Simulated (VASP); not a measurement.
# Ba (Fm-3m) in VASP: further runs

Ba is run at these levels: r2SCAN; tasks: electric field gradients.

Everything below comes from runs of VASP 6.6.1. Logs are shortened: lines on timing, memory, paths and dates and some standing lists are left out, and cuts for length are marked.

### 1 The cell of the first run

It takes space group Fm-3m (No. 225, cubic). Conventional cell: a = 6.356 Å, b = 6.356 Å, c = 6.356 Å, α = 90.00°, β = 90.00°, γ = 90.00°. Within 5.9 Å of Ba (site symmetry m-3m) lie 12 Ba at 4.49 Å.

This isn't the form of Ba at room conditions, which is bcc.

### 2 Electric field gradients, r2SCAN (64.19 Å³/atom)

Contents of POSCAR:

```
Ba
1.0
    0.0000000000      3.1778634837      3.1778634837
    3.1778634837      0.0000000000      3.1778634837
    3.1778634837      3.1778634837      0.0000000000
Ba
1
Direct
    0.0000000000      0.0000000000      0.0000000000
```

Contents of INCAR.step1:

```
PREC = Accurate
ENCUT = 520
ISMEAR = -1
SIGMA = 0.05
LREAL = False
LASPH = True
NELM = 60
NBANDS = 11
GGA = PE
ALGO = Normal
EDIFF = 1E-4
LWAVE = True
LCHARG = False
```

Contents of INCAR.step2:

```
PREC = Accurate
ENCUT = 520
EDIFF = 1E-8
ISMEAR = -1
SIGMA = 0.05
LREAL = False
LASPH = True
NELM = 60
ALGO = Normal
ISIF = 2
LWAVE = False
LCHARG = False
METAGGA = R2SCAN
LMIXTAU = True
LEFG = True
NBANDS = 11
ISTART = 1
```

Contents of KPOINTS:

```
regular mesh
0
Gamma
  9 9 9
```

Potentials or basis: VASP PAW PBE potentials, release 64 (Ba_sv).

Run with:

```bash
> cat potpaw_PBE.64/Ba_sv/POTCAR > POTCAR
> cp INCAR.step1 INCAR
> mpirun -np 1 vasp_std > vasp.out
> cp INCAR.step2 INCAR
> mpirun -np 1 vasp_std > vasp.out
```

OUTCAR:

```text
PREC = Accurate
   ENCUT = 520
   EDIFF = 1E-8
   ISMEAR = -1
   LREAL = False
   LASPH = True
   NELM = 60
   ISIF = 2
   METAGGA = R2SCAN
   ISTART = 1

 ion  position               nearest neighbor table
   1  0.000  0.000  0.000-

  LATTYP: Found a face centered cubic cell.
 ALAT       =     6.3557269674

  Lattice vectors:

 A1 = (   0.0000000000,   3.1778634837,   3.1778634837)
 A2 = (   3.1778634837,   0.0000000000,   3.1778634837)
 A3 = (   3.1778634837,   3.1778634837,   0.0000000000)

Analysis of symmetry for initial positions (statically):
=====================================================================
 Subroutine PRICEL returns:
 Original cell was already a primitive cell.

 Routine SETGRP: Setting up the symmetry group for a
 face centered cubic supercell.

 Subroutine GETGRP returns: Found 48 space group operations
 (whereof 48 operations were pure point group operations)
 out of a pool of 48 trial point group operations.

The static configuration has the point symmetry O_h .

Analysis of symmetry for dynamics (positions and initial velocities):
=====================================================================
 Subroutine PRICEL returns:
 Original cell was already a primitive cell.

 Routine SETGRP: Setting up the symmetry group for a
 face centered cubic supercell.

 Subroutine GETGRP returns: Found 48 space group operations
 (whereof 48 operations were pure point group operations)
 out of a pool of 48 trial point group operations.

The dynamic configuration has the point symmetry O_h .

 Subroutine INISYM returns: Found 48 space group operations
 (whereof 48 operations are pure point group operations),
 and found     1 'primitive' translations

----------------------------------------------------------------------------------------

                                     Primitive cell

  volume of cell :      64.1853

  direct lattice vectors                    reciprocal lattice vectors
     0.000000000  3.177863484  3.177863484    -0.157338414  0.157338414  0.157338414
     3.177863484  0.000000000  3.177863484     0.157338414 -0.157338414  0.157338414
     3.177863484  3.177863484  0.000000000     0.157338414  0.157338414 -0.157338414

  length of vectors
     4.494177638  4.494177638  4.494177638     0.272518127  0.272518127  0.272518127

  position of ions in fractional coordinates (direct lattice)
     0.000000000  0.000000000  0.000000000

  ion indices of the primitive-cell ions
   primitive index   ion index
                 1           1

----------------------------------------------------------------------------------------

 KPOINTS: regular mesh

Automatic generation of k-mesh.
 Grid dimensions read from file:
 generate k-points for:    9    9    9

 Generating k-lattice:

  Cartesian coordinates                     Fractional coordinates (reciprocal lattice)
    -0.017482046  0.017482046  0.017482046     0.111111111  0.000000000  0.000000000
     0.017482046 -0.017482046  0.017482046     0.000000000  0.111111111  0.000000000
     0.017482046  0.017482046 -0.017482046     0.000000000  0.000000000  0.111111111

  Length of vectors
     0.030279792  0.030279792  0.030279792

  Shift w.r.t. Gamma in fractional coordinates (k-lattice)
     0.000000000  0.000000000  0.000000000

 Subroutine IBZKPT returns following result:
 ===========================================

 Found     35 irreducible k-points:

 Following reciprocal coordinates:
            Coordinates               Weight
  0.000000  0.000000  0.000000      1.000000
  0.111111  0.000000  0.000000      8.000000
  0.222222  0.000000  0.000000      8.000000
  0.333333  0.000000  0.000000      8.000000
  0.444444  0.000000  0.000000      8.000000
  0.111111  0.111111  0.000000      6.000000
[... 16 lines left out ...]
 -0.333333  0.333333  0.000000     12.000000
  0.444444  0.444444  0.000000      6.000000
 [... further k-points ...]
   k-points           NKPTS =     35   k-points in BZ     NKDIM =     35   number of bands    NBANDS=     11
   number of dos      NEDOS =    301   number of ions     NIONS =      1
   total plane-waves  NPLWV =  46656
   dimension x,y,z NGX =    36 NGY =   36 NGZ =   36
   dimension x,y,z NGXF=    72 NGYF=   72 NGZF=   72
   ions per type =               1
   NGX,Y,Z   is equivalent  to a cutoff of  13.32, 13.32, 13.32 a.u.
   NGXF,Y,Z  is equivalent  to a cutoff of  26.63, 26.63, 26.63 a.u.
 SYSTEM =  unknown system
   PREC   = accura    normal or accurate (medium, high low for compatibility)
   ISTART =      1    job   : 0-new  1-cont  2-samecut
   ICHARG =      0    charge: 1-file 2-atom 10-const
   ISPIN  =      1    spin polarized calculation?
   LNONCOLLINEAR =      F non collinear calculations
   LSORBIT =      F    spin-orbit coupling
   LASPH  =      T    aspherical Exc in radial PAW
   ENCUT  =  520.0 eV  38.22 Ry    6.18 a.u.   8.36  8.36  8.36*2*pi/ulx,y,z
   NELM   =     60;   NELMIN=  2; NELMDL=  0     # of ELM steps
   EDIFF  = 0.1E-07   stopping-criterion for ELM
   LREAL  =      F    real-space projection
   EDIFFG = 0.1E-06   stopping-criterion for IOM
   NSW    =      0    number of steps for IOM
   IBRION =     -1    ionic relax: 0-MD 1-quasi-New 2-CG
   NFREE  =      0    steps in history (QN), initial steepest desc. (CG)
   ISIF   =      2    stress and relaxation
   ISYM   =      2    0-nonsym 1-usesym 2-fastsym
   POTIM  = 0.5000    time-step for ionic-motion
   TEBEG  =    0.0;   TEEND  =   0.0 temperature during run
   PSTRESS=    0.0 pullay stress
   NELECT =      10.0000    total number of electrons
   NUPDOWN=      -1.0000    fix difference up-down
   EMIN   =  10.00;   EMAX   =-10.00  energy-range for DOS
   EFERMI =   0.00;   METHOD = LEGACY
   ISMEAR =    -1;   SIGMA  =   0.05  broadening in eV -4-tet -1-fermi 0-gaus
   EFERMI_NEDOS =   21; number of points for ismear=-14 and -15
   IALGO  =     38    algorithm
   IMIX   =      4    mixing-type and parameters
     AMIX     =   0.40;   BMIX     =  1.00
     AMIX_MAG =   1.60;   BMIX_MAG =  1.00
  volume/ion in A,a.u.               =      64.19       433.14
  Fermi-wavevector in a.u.,A,eV,Ry     =   0.880906  1.664671 10.558059  0.775995
  Thomas-Fermi vector in A             =   2.001330
   LORBIT       =      0    0 simple, 1 ext, 2 COOP (PROOUT), +10 PAW based schemes
   METAGGA = R2SCAN    functional components
   LHFCALC =     F    Hartree Fock is set to
   AEXX    =    0.0000 exact exchange contribution
   IVDW    =     0    specifies the selected vdW correction
   LEPSILON=     F    determine dielectric tensor
   LRPA    =     F    only Hartree local field effects (RPA)
 non-spin polarized calculation
  energy-cutoff  :      520.00
  volume of cell :       64.19
 maximum number of plane-waves:      1759
 NGX is ok and might be reduce to    36
   NGX = 17   NGY = 17   NGZ = 17

 number of electron      10.0000001 magnetization

 Free energy of the ion-electron system (eV)
  ---------------------------------------------------
  ext. energy  EPLUGINS =         0.00000000
  ---------------------------------------------------
  free energy    TOTEN  =       -26.40067182 eV

  energy without entropy =      -26.38570452  energy(sigma->0) =      -26.39318817

 E-fermi :   1.7837     XC(G=0):  -7.7639

 val. band max:        1.7057674035   @ k =  -0.4444   0.4444   0.0000
 cond. band min:       1.7880225856   @ k =  -0.3333   0.3333   0.0000
 fundamental gap:      0.0822551821
 Fermi energy:         1.7836920117

 k-point     1 :       0.0000    0.0000    0.0000
  band No.  band energies     occupation
      1     -28.2690      2.00000
      2     -12.8134      2.00000
      3     -12.8134      2.00000
      4     -12.8134      2.00000
      5      -1.2073      2.00000
      6       3.7242      0.00000
      7       3.7242      0.00000
      8       3.7242      0.00000
      9       5.3173      0.00000
     10       5.3173      0.00000
     11       7.8978      0.00000

 k-point     2 :       0.1111    0.0000    0.0000
  band No.  band energies     occupation
      1     -28.2643      2.00000
      2     -12.8696      2.00000
      3     -12.8202      2.00000
      4     -12.8202      2.00000
      5      -0.9847      2.00000
      6       3.4321      0.00000
      7       3.8231      0.00000
      8       3.8231      0.00000
      9       5.1740      0.00000
     10       5.1740      0.00000
     11       8.4277      0.00000
[... 295 lines left out ...]
 k-point    24 :       0.4444    0.4444    0.0000
  band No.  band energies     occupation
      1     -28.2171      2.00000
      2     -13.2222      2.00000
      3     -12.9675      2.00000
      4     -12.9675      2.00000
      5       0.8549      2.00000
      6       1.6598      1.84506
      7       3.6295      0.00000
      8       6.4230      0.00000
      9       6.4230      0.00000
     10       6.4644      0.00000
     11       8.1553      0.00000

 [... further k-points ...]

------------------------ aborting loop because EDIFF is reached ----------------------------------------

  FORCE on cell =-STRESS in cart. coord.  units (eV):
  Direction    XX          YY          ZZ          XY          YZ          ZX
  --------------------------------------------------------------------------------------
  -------------------------------------------------------------------------------------
  Total        0.1420171      0.1420171      0.1420171     -0.0000000     -0.0000000      0.0000000
  in kB        3.5449929      3.5449929      3.5449929     -0.0000000     -0.0000000      0.0000000
  external PRESSURE =       3.5449929 kB  Pullay stress =       0.0000000 kB

 VOLUME and BASIS-vectors are now :
 -----------------------------------------------------------------------------
  energy-cutoff  :      520.00
  volume of cell :       64.19
      direct lattice vectors                 reciprocal lattice vectors
     0.000000000  3.177863484  3.177863484    -0.157338414  0.157338414  0.157338414
     3.177863484  0.000000000  3.177863484     0.157338414 -0.157338414  0.157338414
     3.177863484  3.177863484  0.000000000     0.157338414  0.157338414 -0.157338414

 POSITION                                       TOTAL-FORCE (eV/Angst)
 -----------------------------------------------------------------------------------
      0.00000      0.00000      0.00000         0.000000      0.000000     -0.000000
 -----------------------------------------------------------------------------------
    total drift:                               -0.000000      0.000000      0.000000

  FREE ENERGIE OF THE ION-ELECTRON SYSTEM (eV)
  ---------------------------------------------------
  free  energy   TOTEN  =       -26.4006718175 eV

  energy  without entropy=      -26.3857045233  energy(sigma->0) =      -26.39318817

 Electric field gradients (V/A^2)
---------------------------------------------------------------------
 ion       V_xx      V_yy      V_zz      V_xy      V_xz      V_yz
---------------------------------------------------------------------
   1      -0.000     0.000     0.000     0.000     0.000     0.000
---------------------------------------------------------------------

 Electric field gradients after diagonalization (V/A^2)
 (convention: |V_zz| > |V_xx| > |V_yy|)
----------------------------------------------------------------------
 ion       V_xx      V_yy      V_zz     asymmetry (V_yy - V_xx)/ V_zz
----------------------------------------------------------------------
   1      -0.000    -0.000     0.000       0.000
----------------------------------------------------------------------

           NMR quadrupolar parameters

 Cq : quadrupolar parameter    Cq=e*Q*V_zz/h
 eta: asymmetry parameters     (V_yy - V_xx)/ V_zz
 Q  : nuclear electric quadrupole moment in mb (millibarn)
----------------------------------------------------------------------
 ion       Cq(MHz)       eta       Q (mb)
----------------------------------------------------------------------
   1       0.000       0.000       1.000
----------------------------------------------------------------------
```

Run time: 1.8 min. Hardware: 1 thread of Intel Xeon Platinum 8259CL at 2.50GHz (Skylake/Cascade Lake), shared host; peak memory 0.21 GiB.

Results:

| Quantity | Value |
| --- | --- |
| Free energy | -26.4007 eV |
| Pressure | 0.4 GPa |
| Band gap on the k mesh | zero (bands 5 and 6 overlap by 0.15 eV) |
| Largest electric field gradient by atom | zero within the noise of the run |

Caveat: the PAW data sets were made with another functional, which shifts forces and pressure a little; spin-orbit coupling is left out, which moves the levels of the heavy elements.

(Part 1 of 5 ends here.)
